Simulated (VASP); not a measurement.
Wanted: the native input for a VASP 6.6.1 run.

```yaml
Task: single point
Functional: PBE
Potentials_or_basis: VASP PAW PBE potentials, release 64 (Ti_sv, B)
Cutoff: 520 eV
k_mesh: 10 × 10 × 8
Occupations: fermi-dirac, width 0.05 eV
Spin: no spin polarisation
Dipole_correction: no
Further_INCAR_settings: ALGO = Normal; EDIFF = 1e-07; NBANDS = 16
```

The structure of TiB2 lies in POSCAR:

```
TiB2
1.0
    3.0886111617      0.0000000000      0.0000000000
   -1.5443055808      2.6748157284      0.0000000000
    0.0000000000      0.0000000000      3.2917180359
Ti B
1 2
Direct
    0.0000000000      0.0000000000      0.0000000000
    0.6666666667      0.3333333333      0.5000000000
    0.3333333333      0.6666666667      0.5000000000
```

This cell differs from its parent crystal: volume scaled by 1.06.

One way to write it, as run:

INCAR

```
PREC = Accurate ; ENCUT = 520
EDIFF = 1E-7 ; ISMEAR = -1
SIGMA = 0.05 ; LREAL = F
LASPH = T ; NELM = 60
ALGO = Normal ; ISIF = 2
LWAVE = F ; LCHARG = F
GGA = PE ; NBANDS = 16
```

KPOINTS

```
regular mesh
0
Gamma
  10 10 8
```

Potentials or basis: VASP PAW PBE potentials, release 64 (Ti_sv, B).

Launch:

```console
$ cat potpaw_PBE.64/Ti_sv/POTCAR potpaw_PBE.64/B/POTCAR > POTCAR
$ mpirun -np 1 vasp_std > vasp.out
```

It gave:

| Quantity | Value |
| --- | --- |
| Pressure | -12.9 GPa |
| Band gap on the k mesh | zero (band 9 reaches 9.72 eV, above the bottom of band 10 at 9.20 eV) |

It took 14 s on 1 thread of Intel(R) Xeon(R) Platinum 8488C (Sapphire Rapids), with other jobs on the host, peak memory 0.15 GiB.
